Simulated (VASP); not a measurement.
Wanted: the native input for a VASP 6.6.1 run.

* Task: single point
* Functional: LDA
* Potentials or basis: VASP PAW LDA potentials, release 64 (Al, N)
* Cutoff: 520 eV
* k mesh: 8 × 8 × 3
* Occupations: gaussian, width 0.05 eV
* Spin: no spin polarisation
* Dipole correction: no
* Further INCAR settings: ALGO = Normal; EDIFF = 1e-06; NBANDS = 26; ISYM = 0

The structure of AlN lies in POSCAR:

```
AlN
1.0
   -3.0886152975      0.0000000000      0.0000000000
   -1.5443076488     -2.6748193102      0.0000000000
   -0.7721538244     -1.3374096551      9.8871685333
Al N
4 4
Direct
    0.3333333333     -0.1189219210      0.9045105086
    0.3333333333      0.1310780790      0.4045105086
    0.6666666667      0.5894114124      0.1545105086
    0.6666666667      0.3394114124      0.6545105086
    0.3333333333      0.2855885876      0.0954894914
    0.3333333333      0.0355885876      0.5954894914
    0.6666666667      0.4939219210      0.3454894914
    0.6666666667      0.2439219210      0.8454894914
```

The input as run:

INCAR

```
SYSTEM = AlN
ALGO     = Normal         ! electronic algorithm
EDIFF    = 1E-6           ! SCF threshold, eV
ENCUT    = 520            ! plane-wave cutoff, eV
GGA      = CA             ! functional
ISIF     = 2              ! what is computed and relaxed
ISMEAR   = 0              ! smearing method
ISYM     = 0            
LASPH    = .TRUE.         ! aspherical terms in the spheres
LCHARG   = .TRUE.         ! write CHGCAR
LELF     = .TRUE.         ! ELF
LREAL    = .FALSE.        ! projectors in reciprocal space
LVHAR    = .TRUE.       
LWAVE    = .FALSE.        ! write WAVECAR
NBANDS   = 26             ! bands
NELM     = 60             ! most SCF steps
PREC     = Accurate       ! precision mode
SIGMA    = 0.05           ! smearing width, eV
```

KPOINTS

```
k-points
0
G
  8 8 3
  0 0 0
```

Potentials or basis: VASP PAW LDA potentials, release 64 (Al, N).

Run with:

```bash
$ cat potpaw_LDA.64/Al/POTCAR potpaw_LDA.64/N/POTCAR > POTCAR
$ mpirun -np 1 vasp_std > vasp.out
```

It gave:

The pressure is -0.8 GPa and the largest force is 1.347 eV/Å. The band gap on the k mesh is 3.14 eV (least direct gap 3.38 eV).

Caveat: the stress differs along the axes, from -7 to 6 GPa; forces of over 1 eV/Å act on the atoms, so gaps and moduli don't describe the material at rest.

Run time: 2.3 min on 1 thread of Intel(R) Xeon(R) Platinum 8488C (Sapphire Rapids), with other jobs on the host, peak memory 0.27 GiB.
